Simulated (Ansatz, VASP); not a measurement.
One calculation of B5Pt, two programs

```
B Pt
1.0
     5.14110    0.00000    0.00000
    -2.57055    4.45232    0.00000
     0.00000    0.00000    2.34667
B Pt
5 1
Direct
  0.66667 0.33333 0.50000
  0.37549 0.00000 0.00000
  0.62451 0.62451 0.00000
  0.00000 0.37549 0.00000
  0.33333 0.66667 0.50000
  0.00000 0.00000 0.50000
```

Change from the starting cell: species swapped into the Mg5Cu type (P-62m, No. 189).

Alike in both runs: functional PBE; k mesh 12 × 12 × 16; occupations gaussian, width 0.1 eV; no spin polarisation.

Ansatz relaxed the structure, and its values are those at the end. VASP's run is a single point on that final structure, the one shown.

|  | VASP | Ansatz |
| --- | --- | --- |
| version | VASP 6.6.1 | Ansatz 0.2.0 |
| potentials or method | VASP PAW PBE potentials, release 64 (B, Pt), cutoff 520 eV | scalar-relativistic, plane waves, PAW |
| valence electrons in the cell | 25 | 33 |

```tsv
	VASP	Ansatz	Ansatz less VASP
gap on the k mesh at the Fermi level (eV)	none	none	-
pressure (GPa)	-0.2	0.0	+0.18
```

A gap of «none» marks a metal or a gap that the smearing closes. VASP's potentials hold 25 valence electrons a cell and Ansatz's 33, so a difference there can come from the potentials and not from the codes.

Spin-orbit coupling is off throughout.
